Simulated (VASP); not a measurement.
# AlN (F-43m) in VASP: notebook

AlN is run at these levels: r2SCAN; tasks: phonons.

Everything below comes from runs of VASP 6.6.1. Logs are shortened: lines on timing, memory, paths and dates and some standing lists are left out, and cuts for length are marked.

## 1. The cell of the first run

It takes space group F-43m (No. 216, cubic). The conventional cell has a = 4.279 Å, b = 4.279 Å, c = 4.279 Å, α = 90.00°, β = 90.00°, γ = 90.00°. Al (site symmetry -43m) has 4 N at 1.85 Å within 2.5 Å. N (site symmetry -43m) has 4 Al at 1.85 Å within 2.5 Å.

## 2. Phonons, r2SCAN

Input file INCAR:

```
PREC = Accurate
ENCUT = 520
EDIFF = 1E-8
ISMEAR = 0
SIGMA = 0.01
LREAL = F
LASPH = T
NELM = 60
ALGO = Normal
ISIF = 2
LWAVE = F
LCHARG = F
METAGGA = R2SCAN
LMIXTAU = T
IBRION = 6
NFREE = 2
POTIM = 0.015
NSW = 1
```

Input file KPOINTS:

```
Automatic mesh
0
Gamma
  10 10 10
```

Input file POSCAR:

```
AlN
1.0
    2.1393668340      2.1393668340      0.0000000000
   -2.1393668340      2.1393668340      0.0000000000
    0.0000000000      2.1393668340      2.1393668340
Al N
1 1
Direct
    0.0000000000      0.0000000000      0.0000000000
    0.2500000000      0.7500000000      0.5000000000
```

Potentials or basis: VASP PAW PBE potentials, release 64 (Al, N).

Started as:

```sh
> cat potpaw_PBE.64/Al/POTCAR potpaw_PBE.64/N/POTCAR > POTCAR
> mpirun -np 1 vasp_std > vasp.out
```

OUTCAR:

```text
PREC = Accurate
   ENCUT = 520
   EDIFF = 1E-8
   ISMEAR = 0
   LREAL = F
   LASPH = T
   NELM = 60
   ISIF = 2
   METAGGA = R2SCAN
   IBRION = 6
   NFREE = 2
   POTIM = 0.015
   NSW = 1

 ion  position               nearest neighbor table
   1  0.000  0.000  0.000-   2 1.85   2 1.85   2 1.85   2 1.85
   2  0.250  0.750  0.500-   1 1.85   1 1.85   1 1.85   1 1.85

  LATTYP: Found a face centered cubic cell.
 ALAT       =     4.2787336680

  Lattice vectors:

 A1 = (   0.0000000000,   2.1393668340,   2.1393668340)
 A2 = (   2.1393668340,   0.0000000000,   2.1393668340)
 A3 = (   2.1393668340,   2.1393668340,   0.0000000000)

Analysis of symmetry for initial positions (statically):
=====================================================================
 Subroutine PRICEL returns:
 Original cell was already a primitive cell.

 Routine SETGRP: Setting up the symmetry group for a
 face centered cubic supercell.

 Subroutine GETGRP returns: Found 24 space group operations
 (whereof 24 operations were pure point group operations)
 out of a pool of 48 trial point group operations.

The static configuration has the point symmetry T_d .

Analysis of symmetry for dynamics (positions and initial velocities):
=====================================================================
 Subroutine PRICEL returns:
 Original cell was already a primitive cell.

 Routine SETGRP: Setting up the symmetry group for a
 face centered cubic supercell.

 Subroutine GETGRP returns: Found 24 space group operations
 (whereof 24 operations were pure point group operations)
 out of a pool of 48 trial point group operations.

The dynamic configuration has the point symmetry T_d .

 Subroutine INISYM returns: Found 24 space group operations
 (whereof 24 operations are pure point group operations),
 and found     1 'primitive' translations

----------------------------------------------------------------------------------------

                                     Primitive cell

  volume of cell :      19.5833

  direct lattice vectors                    reciprocal lattice vectors
     2.139366834  2.139366834  0.000000000     0.233714009  0.233714009 -0.233714009
    -2.139366834  2.139366834  0.000000000    -0.233714009  0.233714009 -0.233714009
     0.000000000  2.139366834  2.139366834     0.000000000  0.000000000  0.467428018

  length of vectors
     3.025521592  3.025521592  3.025521592     0.404804538  0.404804538  0.467428018

  position of ions in fractional coordinates (direct lattice)
     0.000000000  0.000000000  0.000000000
     0.250000000  0.750000000  0.500000000

  ion indices of the primitive-cell ions
   primitive index   ion index
                 1           1
                 2           2

----------------------------------------------------------------------------------------

 KPOINTS: Automatic mesh

Automatic generation of k-mesh.
 Grid dimensions read from file:
 generate k-points for:   10   10   10

 Generating k-lattice:

  Cartesian coordinates                     Fractional coordinates (reciprocal lattice)
     0.023371401  0.023371401 -0.023371401     0.100000000  0.000000000  0.000000000
    -0.023371401  0.023371401 -0.023371401     0.000000000  0.100000000  0.000000000
     0.000000000  0.000000000  0.046742802     0.000000000  0.000000000  0.100000000

  Length of vectors
     0.040480454  0.040480454  0.046742802

  Shift w.r.t. Gamma in fractional coordinates (k-lattice)
     0.000000000  0.000000000  0.000000000

 Subroutine IBZKPT returns following result:
 ===========================================

 Found     47 irreducible k-points:

 Following reciprocal coordinates:
            Coordinates               Weight
  0.000000  0.000000  0.000000      1.000000
  0.100000  0.000000  0.000000      8.000000
  0.200000  0.000000  0.000000      8.000000
  0.300000  0.000000  0.000000      8.000000
  0.400000  0.000000  0.000000      8.000000
  0.500000  0.000000  0.000000      4.000000
[... 16 lines left out ...]
  0.300000  0.300000  0.000000     12.000000
  0.400000  0.300000  0.000000     24.000000
 [... further k-points ...]
   k-points           NKPTS =     47   k-points in BZ     NKDIM =     47   number of bands    NBANDS=      8
   number of dos      NEDOS =    301   number of ions     NIONS =      2
   total plane-waves  NPLWV =  13824
   dimension x,y,z NGX =    24 NGY =   24 NGZ =   24
   dimension x,y,z NGXF=    48 NGYF=   48 NGZF=   48
   ions per type =               1   1
   NGX,Y,Z   is equivalent  to a cutoff of  13.19, 13.19, 13.19 a.u.
   NGXF,Y,Z  is equivalent  to a cutoff of  26.37, 26.37, 26.37 a.u.
 SYSTEM =  unknown system
   PREC   = accura    normal or accurate (medium, high low for compatibility)
   ISTART =      0    job   : 0-new  1-cont  2-samecut
   ICHARG =      2    charge: 1-file 2-atom 10-const
   ISPIN  =      1    spin polarized calculation?
   LNONCOLLINEAR =      F non collinear calculations
   LSORBIT =      F    spin-orbit coupling
   LASPH  =      T    aspherical Exc in radial PAW
   ENCUT  =  520.0 eV  38.22 Ry    6.18 a.u.   5.63  5.63  5.63*2*pi/ulx,y,z
   NELM   =     60;   NELMIN=  2; NELMDL= -5     # of ELM steps
   EDIFF  = 0.1E-07   stopping-criterion for ELM
   LREAL  =      F    real-space projection
   EDIFFG = 0.1E-06   stopping-criterion for IOM
   NSW    =     61    number of steps for IOM
   IBRION =      6    ionic relax: 0-MD 1-quasi-New 2-CG
   NFREE  =      2    steps in history (QN), initial steepest desc. (CG)
   ISIF   =      2    stress and relaxation
   ISYM   =      2    0-nonsym 1-usesym 2-fastsym
   POTIM  = 0.0150    time-step for ionic-motion
   TEBEG  =    0.0;   TEEND  =   0.0 temperature during run
   PSTRESS=    0.0 pullay stress
   NELECT =       8.0000    total number of electrons
   NUPDOWN=      -1.0000    fix difference up-down
   EMIN   =  10.00;   EMAX   =-10.00  energy-range for DOS
   EFERMI =   0.00;   METHOD = LEGACY
   ISMEAR =     0;   SIGMA  =   0.01  broadening in eV -4-tet -1-fermi 0-gaus
   EFERMI_NEDOS =   21; number of points for ismear=-14 and -15
   IALGO  =     38    algorithm
   IMIX   =      4    mixing-type and parameters
     AMIX     =   0.40;   BMIX     =  1.00
     AMIX_MAG =   1.60;   BMIX_MAG =  1.00
  volume/ion in A,a.u.               =       9.79        66.08
  Fermi-wavevector in a.u.,A,eV,Ry     =   1.214720  2.295488 20.076009  1.475545
  Thomas-Fermi vector in A             =   2.350131
   LORBIT       =      0    0 simple, 1 ext, 2 COOP (PROOUT), +10 PAW based schemes
   METAGGA = R2SCAN    functional components
   LHFCALC =     F    Hartree Fock is set to
   AEXX    =    0.0000 exact exchange contribution
   IVDW    =     0    specifies the selected vdW correction
   LEPSILON=     F    determine dielectric tensor
   LRPA    =     F    only Hartree local field effects (RPA)
 finite differences with symmetry
 non-spin polarized calculation
 Gauss-broadening in eV      SIGMA  =   0.01
  energy-cutoff  :      520.00
  volume of cell :       19.58
 maximum number of plane-waves:       544
   NGX = 11   NGY = 11   NGZ = 11

--------------------------------------- Ionic step        1  -------------------------------------------

 number of electron       7.9999998 magnetization

 Free energy of the ion-electron system (eV)
  ---------------------------------------------------
  ext. energy  EPLUGINS =         0.00000000
  ---------------------------------------------------
  free energy    TOTEN  =       -19.12414644 eV

  energy without entropy =      -19.12414644  energy(sigma->0) =      -19.12414644

------------------------ aborting loop because EDIFF is reached ----------------------------------------

  FORCE on cell =-STRESS in cart. coord.  units (eV):
  Direction    XX          YY          ZZ          XY          YZ          ZX
  --------------------------------------------------------------------------------------
  -------------------------------------------------------------------------------------
  Total        1.7927737      1.7927737      1.7927737      0.0000000      0.0000000     -0.0000000
  in kB      146.6730401    146.6730401    146.6730401      0.0000000      0.0000000     -0.0000000
  external PRESSURE =     146.6730401 kB  Pullay stress =       0.0000000 kB
[... 129 lines left out ...]
  energy  without entropy=      -19.1221317147  energy(sigma->0) =      -19.12213171

--------------------------------------- Ionic step        5  -------------------------------------------

 number of electron       7.9999999 magnetization

 Free energy of the ion-electron system (eV)
  ---------------------------------------------------
  ext. energy  EPLUGINS =         0.00000000
  ---------------------------------------------------
  free energy    TOTEN  =       -19.12213149 eV

  energy without entropy =      -19.12213149  energy(sigma->0) =      -19.12213149

 E-fermi :   6.4030     XC(G=0): -11.7024

 val. band max:        6.3270260135   @ k =   0.0000   0.0000   0.0000
 cond. band min:      10.2661899225   @ k =   0.0000  -1.0000  -0.5000
 fundamental gap:      3.9391639090
 Fermi energy:         6.4030026215

 k-point     1 :       0.0000    0.0000    0.0000
  band No.  band energies     occupation
      1      -9.8248      2.00000
      2       6.2431      2.00000
      3       6.2854      2.00000
      4       6.3270      2.00000
      5      11.7689      0.00000
      6      20.4533      0.00000
      7      20.4580      0.00000
      8      20.4613      0.00000
[... 243 lines left out ...]
 k-point    24 :       0.4000    0.3000    0.0000
  band No.  band energies     occupation
      1      -7.0689      2.00000
      2       1.5347      2.00000
      3       2.8080      2.00000
      4       5.0117      2.00000
      5      12.9652      0.00000
      6      17.8940      0.00000
      7      20.8767      0.00000
      8      21.3572      0.00000

 [... further k-points ...]

------------------------ aborting loop because EDIFF is reached ----------------------------------------

  FORCE on cell =-STRESS in cart. coord.  units (eV):
  Direction    XX          YY          ZZ          XY          YZ          ZX
  --------------------------------------------------------------------------------------
  -------------------------------------------------------------------------------------
  Total        1.7920005      1.7994294      1.7994294      0.0000000      0.1883745      0.0000000
  in kB      146.6097784    147.2175638    147.2175638      0.0000000     15.4115728      0.0000000
  external PRESSURE =     147.0149687 kB  Pullay stress =       0.0000000 kB
[... 17 lines left out ...]
  FREE ENERGIE OF THE ION-ELECTRON SYSTEM (eV)
  ---------------------------------------------------
  free  energy   TOTEN  =       -19.1221314862 eV

  energy  without entropy=      -19.1221314862  energy(sigma->0) =      -19.12213149

 INTERNAL STRAIN TENSORS FROM DISPLACED ATOMS
 ============================================

 INTERNAL STRAIN TENSOR FOR ION    1 for displacements in x,y,z  (eV/Angst):
          X           Y           Z          XY          YZ          ZX
  --------------------------------------------------------------------------------
  x     0.00000     0.00000     0.00000    -0.00000    12.48251    -0.00000
  y     0.00000     0.00000     0.00000    -0.00000    -0.00000    12.48251
  z     0.00000     0.00000     0.00000    12.48251    -0.00000     0.00000

 INTERNAL STRAIN TENSOR FOR ION    2 for displacements in x,y,z  (eV/Angst):
          X           Y           Z          XY          YZ          ZX
  --------------------------------------------------------------------------------
  x     0.00000    -0.00000    -0.00000    -0.00000   -12.55787     0.00000
  y     0.00000     0.00000     0.00000     0.00000    -0.00000   -12.55787
  z    -0.00000    -0.00000     0.00000   -12.55787     0.00000     0.00000

 Eigenvectors and eigenvalues of the dynamical matrix
 ----------------------------------------------------

   1 f  =   21.867899 THz   137.400060 2PiTHz  729.434586 cm-1    90.438322 meV
             X         Y         Z           dx          dy          dz
      0.000000  0.000000  0.000000     0.582365    0.000000   -0.000000
     -1.069683  3.209050  1.069683    -0.812927    0.000000    0.000000

   2 f  =   21.867899 THz   137.400060 2PiTHz  729.434586 cm-1    90.438322 meV
             X         Y         Z           dx          dy          dz
      0.000000  0.000000  0.000000    -0.000000   -0.582365   -0.000000
     -1.069683  3.209050  1.069683     0.000000    0.812927   -0.000000
[... 11 lines left out ...]
   5 f/i=    0.057424 THz     0.360804 2PiTHz    1.915448 cm-1     0.237485 meV
             X         Y         Z           dx          dy          dz
      0.000000  0.000000  0.000000     0.538260   -0.374271   -0.480675
     -1.069683  3.209050  1.069683     0.385599   -0.268120   -0.344346

   6 f/i=    0.057424 THz     0.360804 2PiTHz    1.915448 cm-1     0.237485 meV
             X         Y         Z           dx          dy          dz
      0.000000  0.000000  0.000000    -0.581653   -0.506437   -0.257005
     -1.069683  3.209050  1.069683    -0.416685   -0.362802   -0.184113

 ELASTIC MODULI CONTR FROM IONIC RELAXATION (kBar)
 Direction    XX          YY          ZZ          XY          YZ          ZX
 --------------------------------------------------------------------------------
 XX          -0.0000     -0.0000     -0.0000     -0.0000     -0.0000      0.0000
 YY          -0.0000     -0.0000     -0.0000     -0.0000     -0.0000     -0.0000
 ZZ          -0.0000     -0.0000     -0.0000     -0.0000     -0.0000      0.0000
 XY          -0.0000     -0.0000     -0.0000   -712.3215      0.0000     -0.0000
 YZ          -0.0000     -0.0000     -0.0000      0.0000   -712.3215     -0.0000
 ZX           0.0000     -0.0000      0.0000     -0.0000     -0.0000   -712.3215
 --------------------------------------------------------------------------------
```

It took 2.7 min on 1 thread of Intel Xeon 6975P-C (Granite Rapids), shared host; peak memory 0.17 GiB.

Results:

```yaml
Highest_phonon_frequency_at_Γ_LO-TO_splitting_left_out: 729 cm⁻¹
```

Phonon frequencies in cm⁻¹ (negative: imaginary):
```
              q point           frequencies
(0.000, 0.000, 0.000)  -2 -2 -2 729 729 729
```

Caveat: the cell stands under pressure or tension, which shifts response properties; the PAW data sets were made with another functional, which shifts forces and pressure a little.

## 3. Phonons, r2SCAN

This run uses another cell than the first one, of 9.98 Å³/atom.

Input file INCAR:

```
  PREC = Accurate
  ENCUT = 520
  EDIFF = 1E-8
  ISMEAR = 0
  SIGMA = 0.01
  LREAL = False
  LASPH = True
  NELM = 100
  ALGO = Normal
  ISIF = 2
  LWAVE = False
  LCHARG = True
  METAGGA = R2SCAN
  LMIXTAU = True
  IBRION = 6
  NFREE = 2
  POTIM = 0.015
  NSW = 1
```

KPOINTS is that of step 2.

Input file POSCAR:

```
AlN
1.0
    2.1532766678      2.1532766678      0.0000000000
   -2.1532766678      2.1532766678      0.0000000000
    0.0000000000      2.1532766678      2.1532766678
Al N
1 1
Direct
    0.0000000000      0.0000000000      0.0000000000
    0.2500000000      0.7500000000      0.5000000000
```

Potentials or basis: VASP PAW PBE potentials, release 64 (Al, N).

Started as:

```sh
> cat potpaw_PBE.64/Al/POTCAR potpaw_PBE.64/N/POTCAR > POTCAR
> mpirun -np 1 vasp_std > vasp.out
```

OUTCAR:

```text
PREC = Accurate
   ENCUT = 520
   EDIFF = 1E-8
   ISMEAR = 0
   LREAL = False
   LASPH = True
   NELM = 100
   ISIF = 2
   METAGGA = R2SCAN
   IBRION = 6
   NFREE = 2
   POTIM = 0.015
   NSW = 1

 ion  position               nearest neighbor table
   1  0.000  0.000  0.000-   2 1.86   2 1.86   2 1.86   2 1.86
   2  0.250  0.750  0.500-   1 1.86   1 1.86   1 1.86   1 1.86

  LATTYP: Found a face centered cubic cell.
 ALAT       =     4.3065533356

  Lattice vectors:

 A1 = (   0.0000000000,   2.1532766678,   2.1532766678)
 A2 = (   2.1532766678,   0.0000000000,   2.1532766678)
 A3 = (   2.1532766678,   2.1532766678,   0.0000000000)

[... 607 lines left out ...]
  -------------------------------------------------------------------------------------
  Total        1.2014483      1.2083304      1.2083304      0.0000000      0.1702397      0.0000000
  in kB       96.4020260     96.9542319     96.9542319      0.0000000     13.6597264      0.0000000
  external PRESSURE =      96.7701633 kB  Pullay stress =       0.0000000 kB
[... 17 lines left out ...]
  FREE ENERGIE OF THE ION-ELECTRON SYSTEM (eV)
  ---------------------------------------------------
  free  energy   TOTEN  =       -19.1518575541 eV

  energy  without entropy=      -19.1518575541  energy(sigma->0) =      -19.15185755

 INTERNAL STRAIN TENSORS FROM DISPLACED ATOMS
 ============================================

 INTERNAL STRAIN TENSOR FOR ION    1 for displacements in x,y,z  (eV/Angst):
          X           Y           Z          XY          YZ          ZX
  --------------------------------------------------------------------------------
  x     0.00000    -0.00000    -0.00000    -0.00000    11.25697     0.00000
  y    -0.00000     0.00000    -0.00000     0.00000    -0.00000    11.25697
  z    -0.00000    -0.00000     0.00000    11.25697     0.00000     0.00000

 INTERNAL STRAIN TENSOR FOR ION    2 for displacements in x,y,z  (eV/Angst):
          X           Y           Z          XY          YZ          ZX
  --------------------------------------------------------------------------------
  x    -0.00000     0.00000     0.00000    -0.00000   -11.34890     0.00000
  y     0.00000    -0.00000     0.00000     0.00000    -0.00000   -11.34890
  z     0.00000     0.00000    -0.00000   -11.34890     0.00000     0.00000

 Eigenvectors and eigenvalues of the dynamical matrix
 ----------------------------------------------------

   1 f  =   21.275305 THz   133.676683 2PiTHz  709.667780 cm-1    87.987551 meV
             X         Y         Z           dx          dy          dz
      0.000000  0.000000  0.000000     0.000000    0.581986    0.000000
     -1.076638  3.229915  1.076638     0.000000   -0.813199    0.000000
[... 21 lines left out ...]
   6 f/i=    0.065796 THz     0.413409 2PiTHz    2.194722 cm-1     0.272111 meV
             X         Y         Z           dx          dy          dz
      0.000000  0.000000  0.000000     0.000000    0.000000    0.813199
     -1.076638  3.229915  1.076638     0.000000    0.000000    0.581986

 ELASTIC MODULI CONTR FROM IONIC RELAXATION (kBar)
 Direction    XX          YY          ZZ          XY          YZ          ZX
 --------------------------------------------------------------------------------
 XX          -0.0000      0.0000      0.0000      0.0000     -0.0000      0.0000
 YY           0.0000     -0.0000      0.0000      0.0000      0.0000     -0.0000
 ZZ           0.0000      0.0000     -0.0000     -0.0000      0.0000      0.0000
 XY           0.0000      0.0000     -0.0000   -601.7194     -0.0000      0.0000
 YZ          -0.0000      0.0000      0.0000     -0.0000   -601.7194     -0.0000
 ZX           0.0000     -0.0000      0.0000      0.0000     -0.0000   -601.7194
 --------------------------------------------------------------------------------
```

OSZICAR:

```text
N       E                     dE             d eps       ncg     rms          rms(c)
DAV:   1     0.567115327690E+01    0.56712E+01   -0.43481E+03   800   0.866E+02
DAV:   2    -0.230189050442E+02   -0.28690E+02   -0.27205E+02  1024   0.152E+02
DAV:   3    -0.235347198390E+02   -0.51581E+00   -0.51581E+00   848   0.263E+01
[... 71 lines left out ...]
DAV:   8    -0.191518575222E+02    0.73575E-06   -0.25980E-06  3464   0.197E-02    0.501E-03
DAV:   9    -0.191518575891E+02   -0.66900E-07   -0.14801E-07  3232   0.560E-03    0.192E-03
DAV:  10    -0.191518575338E+02    0.55258E-07   -0.16161E-07  3120   0.483E-03    0.539E-04
DAV:  11    -0.191518575528E+02   -0.19041E-07   -0.39214E-08  2824   0.256E-03    0.577E-04
DAV:  12    -0.191518575541E+02   -0.12988E-08   -0.17861E-09  1584   0.665E-04
   5 F= -.19151858E+02 E0= -.19151858E+02  d E =-.565999E-75
```

Wall time 2.8 min (1 thread of Intel Xeon 6975P-C (Granite Rapids), shared host); peak memory 0.18 GiB.

Results:

| Quantity | Value |
| --- | --- |
| Highest phonon frequency at Γ, LO-TO splitting left out | 710 cm⁻¹ |

Phonon frequencies in cm⁻¹ (negative: imaginary):
```tsv
q point	frequencies
(0.000, 0.000, 0.000)	-2 -2 -2 710 710 710
```

Caveat: the cell stands under pressure or tension, which shifts response properties; the PAW data sets were made with another functional, which shifts forces and pressure a little.
